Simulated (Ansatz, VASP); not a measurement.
CdO: VASP beside Ansatz

```
Cd O
1.0
     0.00000    2.33517    2.33517
     2.33517    0.00000    2.33517
     2.33517    2.33517    0.00000
Cd O
1 1
Cartesian
  0.0000 0.0000 0.0000
  2.3352 2.3352 2.3352
```

Alike in both runs: task single point; functional PBE; k mesh 8 × 8 × 8; occupations fermi-dirac, width 0.02 eV; no spin polarisation.

```csv
,VASP,Ansatz
version,VASP 6.6.1,Ansatz 0.2.0
potentials or method,"VASP PAW PBE potentials, release 64 (Cd, O)","plane waves, PAW"
plane-wave cutoff (eV),600,420
valence electrons in the cell,18,26
```

Ansatz gave:

```
pressure (GPa) : 9.0
```

Question: Which values does VASP return?

Answer: Pressure (GPa): 10.5.

With one functional, cell and mesh, what is left measures potentials, basis and numerics. VASP's potentials hold 18 valence electrons a cell and Ansatz's 26, so a difference there can come from the potentials and not from the codes.
